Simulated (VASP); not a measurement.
# Ni: single point with PBEsol

Ni:

```
Ni
1.0
    -1.38372    1.38372    1.38372
     1.38372   -1.38372    1.38372
     1.38372    1.38372   -1.38372
Ni
1
Cartesian
  0.0000 0.0000 0.0000
```

This isn't the form of Ni at room conditions, which is fcc.

| Item | Value |
| --- | --- |
| Program | VASP 6.6.1 |
| Task | single point |
| Functional | PBEsol |
| Potentials or basis | VASP PAW PBE potentials, release 64 (Ni_sv_GW) |
| Cutoff | 690 eV |
| k mesh | 11 × 11 × 11 |
| Occupations | fermi-dirac, width 0.05 eV |
| Spin | collinear spin, ferromagnetic start |
| Starting moments | [0.8] μB |
| Fixed moment | 0.8 μB |

```yaml
Pressure: -1.4 GPa
Net_moment: 0.80 μB per cell
Site_moments: Ni +0.82 μB
Valence_electrons_inside_the_program's_atomic_spheres: Ni 16.37
```

Wall time 37 s on 1 thread of AMD EPYC 7R13 Processor (Zen 3), with other jobs on the host, peak memory 0.15 GiB.

Caveat: the PAW data sets were made with another functional, which shifts forces and pressure a little; the total moment is fixed, so each spin has its own Fermi level and the state may be an excited one.
